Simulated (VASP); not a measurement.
The system is NaP2.

```
CELL_PARAMETERS angstrom
4.42770 0.00000 0.00000
-2.21385 3.83450 0.00000
0.00000 0.00000 3.11149
ATOMIC_POSITIONS crystal
Na 0.00000 0.00000 0.00000
P 0.33333 0.66667 0.50000
P 0.66667 0.33333 0.50000
```

The cell was generated, and may not be a known phase.

| Quantity | Value |
| --- | --- |
| Program | VASP 6.6.1 |
| Task | relaxation of cell and atoms |
| Functional | PBE |
| Potentials or basis | VASP PAW PBE potentials, release 64 (Na_pv, P) |
| Cutoff | 600 eV |
| k mesh | 12 × 12 × 14 |
| Occupations | gaussian, width 0.1 eV |
| Spin | no spin polarisation |

At the start: pressure 0.5 GPa; volume 17.61 Å³/atom.

Task: How do energy, volume and symmetry change on relaxing?

Result: Over 29 steps the energy falls by 229.0 meV/atom and the volume is 21.26 Å³/atom (+20.7 %); space group P6/mmm (No. 191, to 0.1 Å) before and after.

The path:
```
step  energy change (eV)  largest force (eV/Å)  pressure (GPa)  volume (Å³)
   1              0.0000                0.0000            0.54        52.83
   2             -0.0049                0.0000            0.25        53.28
   3             -0.0238                0.0000           -0.57        54.65
   4             -0.0849                0.0000           -1.92        57.40
   5             -0.2474                0.0000           -3.82        62.89
   6             -0.3254                0.0000           -6.03        73.93
   7             -0.3331                0.0000           -5.72        71.68
   8             -0.3334                0.0000           -5.74        71.73
   9             -0.3344                0.0000           -5.73        71.87
  10             -0.3362                0.0000           -5.76        72.14
  11             -0.3392                0.0000           -5.81        72.70
  12             -0.3436                0.0000           -5.92        73.80
  13             -0.3445                0.0000           -6.15        75.99
  14             -0.3454                0.0000           -6.08        74.88
  15             -0.3518                0.0000           -6.00        74.80
  16             -0.3708                0.0000           -5.95        74.55
  17             -0.4075                0.0000           -5.70        74.05
  18             -0.4755                0.0000           -5.21        73.04
  19             -0.5828                0.0000           -3.89        71.02
  20             -0.6604                0.0000           -0.64        66.92
  21             -0.6624                0.0000           -1.41        67.68
  22             -0.6627                0.0000           -1.27        67.52
  23             -0.6666                0.0000           -1.18        67.21
  24             -0.6761                0.0000           -0.92        66.29
  25             -0.6863                0.0000           -0.31        64.46
  26             -0.6870                0.0000           -0.15        63.93
  27             -0.6870                0.0000           -0.08        63.86
  28             -0.6871                0.0000           -0.01        63.79
  29             -0.6871                0.0000           -0.02        63.78
```

Final structure:
```
Na P
1.0
     4.08408    0.00000    0.00000
    -2.04204    3.53692    0.00000
     0.00000    0.00000    4.41501
Na P
1 2
Direct
  0.00000 0.00000 0.00000
  0.33333 0.66667 0.50000
  0.66667 0.33333 0.50000
```

Caveat: the volume moved by over 15 % at a fixed basis, so the end points are rough; an odd number of electrons without spin polarisation forces a metal; a magnetic or distorted state may lie lower.
